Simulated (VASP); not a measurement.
# Si2GeC3 (P6/mmm) in VASP: notebook

Si2GeC3 is run at these levels: PBE; tasks: single point, relaxation of cell and atoms.

Program: VASP 6.6.1. These are calculated values, not measurements. Logs are shortened: lines on timing, memory, paths and dates and some standing lists are left out, and cuts for length are marked.

## (1) The cell of the first run

It takes space group P6/mmm (No. 191, hexagonal). Conventional cell: a = 4.618 Å, b = 4.618 Å, c = 6.059 Å, α = 90.00°, β = 90.00°, γ = 120.00°. Within 3.5 Å of Si (site symmetry -6m2) lie 3 Si at 2.67 Å and 9 C at 2.67 to 2.97 Å. Within 2.3 Å of Ge (site symmetry 6/mmm) lie 2 C at 1.73 Å. C (site symmetry 6mm) has 1 C at 1.30 Å and 1 Ge at 1.73 Å within 1.8 Å. Within 1.7 Å of C (site symmetry 6/mmm) lie 2 C at 1.30 Å.

The cell was built from a structure type or drawn by symmetry, and may not be a known phase.

## (2) Single point, PBE

The input, INCAR:

```
ALGO = Normal
EDIFF = 1E-7
ENCUT = 520
GGA = PE
ISIF = 2
ISMEAR = 0
LASPH = True
LCHARG = False
LREAL = False
LWAVE = False
NBANDS = 26
NELM = 100
PREC = Accurate
SIGMA = 0.1
```

The input, KPOINTS:

```
k-points
0
Gamma
  12 12 6
```

The input, POSCAR:

```
Si2GeC3
1.0
    4.6181382298      0.0000000000      0.0000000000
   -2.3090691149      3.9994250252      0.0000000000
    0.0000000000      0.0000000000      6.0593735657
Si Ge C
2 1 3
Direct
    0.3333333333      0.6666666667      0.5000000000
    0.6666666667      0.3333333333      0.5000000000
    0.0000000000      0.0000000000      0.0000000000
    0.0000000000      0.0000000000      0.7144306313
    0.0000000000      0.0000000000      0.2855693687
    0.0000000000      0.0000000000      0.5000000000
```

Potentials or basis: VASP PAW PBE potentials, release 64 (Si, Ge_d, C).

Launch:

```bash
$ cat potpaw_PBE.64/Si/POTCAR potpaw_PBE.64/Ge_d/POTCAR potpaw_PBE.64/C/POTCAR > POTCAR
$ mpirun -np 1 vasp_std > vasp.out
```

OUTCAR:

```text
EDIFF = 1E-7
   ENCUT = 520
   GGA = PE
   ISIF = 2
   ISMEAR = 0
   LASPH = True
   LREAL = False
   NELM = 100
   PREC = Accurate

 ion  position               nearest neighbor table
   1  0.333  0.667  0.500-   2 2.67   2 2.67   2 2.67
   2  0.667  0.333  0.500-   1 2.67   1 2.67   1 2.67
   3  0.000  0.000  0.000-   4 1.73   5 1.73
   4  0.000  0.000  0.714-   6 1.30   3 1.73
   5  0.000  0.000  0.286-   6 1.30   3 1.73
   6  0.000  0.000  0.500-   4 1.30   5 1.30

  LATTYP: Found a hexagonal cell.
 ALAT       =     4.6181382298
 C/A-ratio  =     1.3120814632

  Lattice vectors:

 A1 = (   4.6181382298,   0.0000000000,   0.0000000000)
 A2 = (  -2.3090691149,   3.9994250252,   0.0000000000)
 A3 = (   0.0000000000,   0.0000000000,   6.0593735657)

Analysis of symmetry for initial positions (statically):
=====================================================================
 Subroutine PRICEL returns:
 Original cell was already a primitive cell.

 Routine SETGRP: Setting up the symmetry group for a
 hexagonal supercell.

 Subroutine GETGRP returns: Found 24 space group operations
 (whereof 24 operations were pure point group operations)
 out of a pool of 24 trial point group operations.

The static configuration has the point symmetry D_6h.

Analysis of symmetry for dynamics (positions and initial velocities):
=====================================================================
 Subroutine PRICEL returns:
 Original cell was already a primitive cell.

 Routine SETGRP: Setting up the symmetry group for a
 hexagonal supercell.

 Subroutine GETGRP returns: Found 24 space group operations
 (whereof 24 operations were pure point group operations)
 out of a pool of 24 trial point group operations.

The dynamic configuration has the point symmetry D_6h.

 Subroutine INISYM returns: Found 24 space group operations
 (whereof 24 operations are pure point group operations),
 and found     1 'primitive' translations

----------------------------------------------------------------------------------------

                                     Primitive cell

  volume of cell :     111.9160

  direct lattice vectors                    reciprocal lattice vectors
     4.618138230  0.000000000  0.000000000     0.216537477  0.125017971  0.000000000
    -2.309069115  3.999425025  0.000000000     0.000000000  0.250035941  0.000000000
     0.000000000  0.000000000  6.059373566     0.000000000  0.000000000  0.165033561

  length of vectors
     4.618138230  4.618138230  6.059373566     0.250035941  0.250035941  0.165033561

  position of ions in fractional coordinates (direct lattice)
     0.333333333  0.666666667  0.500000000
     0.666666667  0.333333333  0.500000000
     0.000000000  0.000000000  0.000000000
     0.000000000  0.000000000  0.714430631
     0.000000000  0.000000000  0.285569369
     0.000000000  0.000000000  0.500000000

  ion indices of the primitive-cell ions
   primitive index   ion index
                 1           1
                 2           2
                 3           3
                 4           4
                 5           5
                 6           6

----------------------------------------------------------------------------------------

 KPOINTS: k-points

Automatic generation of k-mesh.
 Grid dimensions read from file:
 generate k-points for:   12   12    6

 Generating k-lattice:

  Cartesian coordinates                     Fractional coordinates (reciprocal lattice)
     0.018044790  0.010418164  0.000000000     0.083333333  0.000000000  0.000000000
     0.000000000  0.020836328  0.000000000     0.000000000  0.083333333  0.000000000
     0.000000000  0.000000000  0.027505594     0.000000000  0.000000000  0.166666667

  Length of vectors
     0.020836328  0.020836328  0.027505594

  Shift w.r.t. Gamma in fractional coordinates (k-lattice)
     0.000000000  0.000000000  0.000000000

 Subroutine IBZKPT returns following result:
 ===========================================

 Found     76 irreducible k-points:

 Following reciprocal coordinates:
            Coordinates               Weight
  0.000000  0.000000  0.000000      1.000000
  0.083333  0.000000  0.000000      6.000000
  0.166667 -0.000000  0.000000      6.000000
  0.250000 -0.000000  0.000000      6.000000
  0.333333  0.000000  0.000000      6.000000
  0.416667  0.000000  0.000000      6.000000
[... 16 lines left out ...]
  0.250000 -0.000000  0.166667     12.000000
  0.333333  0.000000  0.166667     12.000000
 [... further k-points ...]
   k-points           NKPTS =     76   k-points in BZ     NKDIM =     76   number of bands    NBANDS=     26
   number of dos      NEDOS =    301   number of ions     NIONS =      6
   total plane-waves  NPLWV =  62208
   dimension x,y,z NGX =    36 NGY =   36 NGZ =   48
   dimension x,y,z NGXF=    72 NGYF=   72 NGZF=   96
   ions per type =               2   1   3
   NGX,Y,Z   is equivalent  to a cutoff of  12.96, 12.96, 13.17 a.u.
   NGXF,Y,Z  is equivalent  to a cutoff of  25.92, 25.92, 26.34 a.u.
 SYSTEM =  unknown system
   PREC   = accura    normal or accurate (medium, high low for compatibility)
   ISTART =      0    job   : 0-new  1-cont  2-samecut
   ICHARG =      2    charge: 1-file 2-atom 10-const
   ISPIN  =      1    spin polarized calculation?
   LNONCOLLINEAR =      F non collinear calculations
   LSORBIT =      F    spin-orbit coupling
   LASPH  =      T    aspherical Exc in radial PAW
   ENCUT  =  520.0 eV  38.22 Ry    6.18 a.u.   8.59  8.59 11.27*2*pi/ulx,y,z
   NELM   =    100;   NELMIN=  2; NELMDL= -5     # of ELM steps
   EDIFF  = 0.1E-06   stopping-criterion for ELM
   LREAL  =      F    real-space projection
   EDIFFG = 0.1E-05   stopping-criterion for IOM
   NSW    =      0    number of steps for IOM
   IBRION =     -1    ionic relax: 0-MD 1-quasi-New 2-CG
   NFREE  =      0    steps in history (QN), initial steepest desc. (CG)
   ISIF   =      2    stress and relaxation
   ISYM   =      2    0-nonsym 1-usesym 2-fastsym
   POTIM  = 0.5000    time-step for ionic-motion
   TEBEG  =    0.0;   TEEND  =   0.0 temperature during run
   PSTRESS=    0.0 pullay stress
   NELECT =      34.0000    total number of electrons
   NUPDOWN=      -1.0000    fix difference up-down
   EMIN   =  10.00;   EMAX   =-10.00  energy-range for DOS
   EFERMI =   0.00;   METHOD = LEGACY
   ISMEAR =     0;   SIGMA  =   0.10  broadening in eV -4-tet -1-fermi 0-gaus
   EFERMI_NEDOS =   21; number of points for ismear=-14 and -15
   IALGO  =     38    algorithm
   IMIX   =      4    mixing-type and parameters
     AMIX     =   0.40;   BMIX     =  1.00
     AMIX_MAG =   1.60;   BMIX_MAG =  1.00
  volume/ion in A,a.u.               =      18.65       125.87
  Fermi-wavevector in a.u.,A,eV,Ry     =   1.100535  2.079709 16.479058  1.211177
  Thomas-Fermi vector in A             =   2.236947
   LORBIT       =      0    0 simple, 1 ext, 2 COOP (PROOUT), +10 PAW based schemes
   GGA     = PE    functional components
   LHFCALC =     F    Hartree Fock is set to
   AEXX    =    0.0000 exact exchange contribution
   IVDW    =     0    specifies the selected vdW correction
   LEPSILON=     F    determine dielectric tensor
   LRPA    =     F    only Hartree local field effects (RPA)
 non-spin polarized calculation
 Gauss-broadening in eV      SIGMA  =   0.10
  energy-cutoff  :      520.00
  volume of cell :      111.92
 maximum number of plane-waves:      3040
 NGX is ok and might be reduce to    36
   NGX = 17   NGY = 17   NGZ = 23

 number of electron      33.9999979 magnetization

 Free energy of the ion-electron system (eV)
  ---------------------------------------------------
  ext. energy  EPLUGINS =         0.00000000
  ---------------------------------------------------
  free energy    TOTEN  =       -32.61234938 eV

  energy without entropy =      -32.60205252  energy(sigma->0) =      -32.60720095

 E-fermi :   3.8103     XC(G=0):  -8.8997

 val. band max:        3.8084565588   @ k =   0.1667  -0.0000   0.0000
 cond. band min:       3.8111151522   @ k =   0.1667   0.1667   0.3333
 fundamental gap:      0.0026585934
 Fermi energy:         3.8103325539

 k-point     1 :       0.0000    0.0000    0.0000
  band No.  band energies     occupation
      1     -22.3474      2.00000
      2     -22.1453      2.00000
      3     -22.1453      2.00000
      4     -22.0580      2.00000
      5     -22.0580      2.00000
      6     -13.1236      2.00000
[... 18 lines left out ...]
     25       9.6424      0.00000
     26      10.3766      0.00000

 k-point     2 :       0.0833    0.0000    0.0000
  band No.  band energies     occupation
      1     -22.3474      2.00000
      2     -22.1453      2.00000
      3     -22.1453      2.00000
      4     -22.0580      2.00000
      5     -22.0580      2.00000
      6     -13.1109      2.00000
[... 18 lines left out ...]
     25       9.6111      0.00000
     26      10.4656      0.00000

 k-point     3 :       0.1667   -0.0000    0.0000
  band No.  band energies     occupation
      1     -22.3474      2.00000
      2     -22.1453      2.00000
      3     -22.1452      2.00000
      4     -22.0580      2.00000
      5     -22.0580      2.00000
      6     -13.0758      2.00000
[... 18 lines left out ...]
     25       9.5120      0.00000
     26      10.5023      0.00000

 k-point     4 :       0.2500   -0.0000    0.0000
  band No.  band energies     occupation
      1     -22.3473      2.00000
      2     -22.1453      2.00000
      3     -22.1450      2.00000
      4     -22.0581      2.00000
      5     -22.0580      2.00000
      6     -13.0266      2.00000
[... 18 lines left out ...]
     25       9.3288      0.00000
     26      10.1615      0.00000
[... 496 lines left out ...]
      1     -22.3473      2.00000
      2     -22.1453      2.00000
      3     -22.1452      2.00000
      4     -22.0581      2.00000
      5     -22.0580      2.00000
      6     -13.0614      2.00000
[... 18 lines left out ...]
     25       9.3703      0.00000
     26      10.2940      0.00000

 k-point    23 :       0.2500   -0.0000    0.1667
  band No.  band energies     occupation
      1     -22.3472      2.00000
      2     -22.1453      2.00000
      3     -22.1450      2.00000
      4     -22.0581      2.00000
      5     -22.0580      2.00000
      6     -13.0123      2.00000
[... 18 lines left out ...]
     25       9.2304      0.00000
     26       9.8625      0.00000

 k-point    24 :       0.3333    0.0000    0.1667
  band No.  band energies     occupation
      1     -22.3472      2.00000
      2     -22.1453      2.00000
      3     -22.1448      2.00000
      4     -22.0582      2.00000
      5     -22.0580      2.00000
      6     -12.9617      2.00000
[... 18 lines left out ...]
     25       9.1719      0.00000
     26       9.5745      0.00000

 [... further k-points ...]

------------------------ aborting loop because EDIFF is reached ----------------------------------------

  FORCE on cell =-STRESS in cart. coord.  units (eV):
  Direction    XX          YY          ZZ          XY          YZ          ZX
  --------------------------------------------------------------------------------------
  -------------------------------------------------------------------------------------
  Total       -0.0225077     -0.0225077     -0.4874847      0.0000000      0.0000000      0.0000000
  in kB       -0.3222173     -0.3222173     -6.9787773      0.0000000      0.0000000      0.0000000
  external PRESSURE =      -2.5410707 kB  Pullay stress =       0.0000000 kB

 VOLUME and BASIS-vectors are now :
 -----------------------------------------------------------------------------
  energy-cutoff  :      520.00
  volume of cell :      111.92
      direct lattice vectors                 reciprocal lattice vectors
     4.618138230  0.000000000  0.000000000     0.216537477  0.125017971  0.000000000
    -2.309069115  3.999425025  0.000000000     0.000000000  0.250035941  0.000000000
     0.000000000  0.000000000  6.059373566     0.000000000  0.000000000  0.165033561

 POSITION                                       TOTAL-FORCE (eV/Angst)
 -----------------------------------------------------------------------------------
     -0.00000      2.66628      3.02969        -0.000000     -0.000000      0.000000
      2.30907      1.33314      3.02969         0.000000     -0.000000      0.000000
      0.00000      0.00000      0.00000        -0.000000     -0.000000      0.000000
      0.00000      0.00000      4.32900        -0.000000     -0.000000      0.147525
      0.00000      0.00000      1.73037         0.000000      0.000000     -0.147525
      0.00000      0.00000      3.02969        -0.000000     -0.000000      0.000000
 -----------------------------------------------------------------------------------
    total drift:                                0.000000     -0.000000     -0.000000

  FREE ENERGIE OF THE ION-ELECTRON SYSTEM (eV)
  ---------------------------------------------------
  free  energy   TOTEN  =       -32.6123493778 eV

  energy  without entropy=      -32.6020525245  energy(sigma->0) =      -32.60720095
```

It took 78 s on 1 thread of Intel Xeon 6975P-C (Granite Rapids), shared host; peak memory 0.36 GiB.

Results:

* Free energy: -32.6123 eV
* Pressure: -0.3 GPa
* Largest force: 0.148 eV/Å
* Band gap on the k mesh: zero (bands 17 and 18 overlap by 2.84 eV)

Forces in eV/Å, atoms in the order of the input:
```
Si   0.000  0.000  0.000
Si   0.000  0.000  0.000
Ge   0.000  0.000  0.000
C    0.000  0.000  0.148
C    0.000  0.000 -0.148
C    0.000  0.000  0.000
```

Levels at points of the mesh, in eV from the Fermi level:
```tsv
k point	band 13	band 14	band 15	band 16	band 17	band 18	band 19	band 20	band 21	band 22
(0.00, 0.00, 0.00)	-2.68	-2.07	-2.07	-1.65	-1.65	-1.31	-0.14	-0.14	0.55	3.20
(0.50, 0.00, 0.00)	-3.32	-3.28	-1.88	-1.30	-0.96	0.55	0.67	1.24	1.37	2.15
(0.00, 0.00, 0.50)	-3.00	-3.00	-2.66	-2.06	-2.06	-1.61	1.18	3.01	3.41	3.41
(0.50, 0.00, 0.50)	-4.56	-3.26	-2.78	-0.07	0.29	1.10	1.34	2.01	2.32	2.63
```

(Part 1 of 2 ends here.)
